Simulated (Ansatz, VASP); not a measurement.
**ZnS: VASP beside Ansatz**

POSCAR

```
ZnS
1.0
    3.8227020304      0.0000000000      0.0000000000
   -1.9113510152      3.3105570694      0.0000000000
    0.0000000000      0.0000000000     12.5200000000
Zn S
4 4
Direct
    0.0000000000      0.0000000000      0.0000000000
    0.0000000000      0.0000000000      0.5000000000
    0.3333333333      0.6666666667      0.2320287540
    0.6666666667      0.3333333333      0.7500000000
    0.0000000000      0.0000000000      0.1875000000
    0.0000000000      0.0000000000      0.6875000000
    0.3333333333      0.6666666667      0.4375000000
    0.6666666667      0.3333333333      0.9375000000
```

File INCAR.step1:

```
ALGO = Normal
EDIFF = 1E-4
ENCUT = 520
GGA = PE
ISMEAR = 0
LASPH = T
LCHARG = F
LREAL = F
LWAVE = T
NBANDS = 46
NELM = 100
PREC = Accurate
SIGMA = 0.05
```

INCAR.step2

```
ALGO = Normal
EDIFF = 1E-7
ENCUT = 520
ISIF = 2
ISMEAR = 0
ISTART = 1
LASPH = T
LCHARG = F
LMIXTAU = T
LREAL = F
LWAVE = F
METAGGA = R2SCAN
NBANDS = 46
NELM = 100
PREC = Accurate
SIGMA = 0.05
```

File KPOINTS:

```
k-points
0
Gamma
  6 6 2
```

Input for Ansatz:

```yaml
crystal:
  lattice:
    - [3.8227020304, 0.0, 0.0]
    - [-1.9113510152, 3.3105570694, 0.0]
    - [0.0, 0.0, 12.52]
  atoms:
    - { symbol: Zn, position: [0.0, 0.0, 0.0] }
    - { symbol: Zn, position: [0.0, 0.0, 0.5] }
    - { symbol: Zn, position: [0.3333333333, 0.6666666667, 0.232028754] }
    - { symbol: Zn, position: [0.6666666667, 0.3333333333, 0.75] }
    - { symbol: S, position: [0.0, 0.0, 0.1875] }
    - { symbol: S, position: [0.0, 0.0, 0.6875] }
    - { symbol: S, position: [0.3333333333, 0.6666666667, 0.4375] }
    - { symbol: S, position: [0.6666666667, 0.3333333333, 0.9375] }
basis:
  ecutwfc: 500
kpoints:
  mp_grid: { grid: [6, 6, 2] }
hamiltonian:
  xc: r2scan
scf:
  occupations: { method: gaussian, width: 0.05 }
output:
  forces: true
  stress: true
  eigenvalues: true
```

Alike in both runs: task single point; functional r2SCAN; k mesh 6 × 6 × 2; occupations gaussian, width 0.05 eV; no spin polarisation.

```csv
,VASP,Ansatz
version,VASP 6.6.1,Ansatz 0.2.0
potentials or method,"VASP PAW PBE potentials, release 64 (Zn, S), cutoff 520 eV","scalar-relativistic, plane waves, PAW"
valence electrons in the cell,72,72
```

```tsv
	VASP	Ansatz	Ansatz less VASP
gap on the k mesh at the Fermi level (eV)	2.38	2.38	-0.004
least direct gap on the mesh (eV)	2.38	2.38	-0.004
pressure (GPa)	-0.5	-0.6	-0.05
traceless stress, the component that is largest in VASP (GPa)	-1.01	-1.03	-0.019
rms of the force components (eV/Å)	0.327	0.324	-0.0028
```

VASP's potentials were made for PBE, not for r2SCAN. Atom by atom the forces differ by 0.007 eV/Å (rms over components). The functional is the same, so the differences come from potentials, cutoffs and numerics.
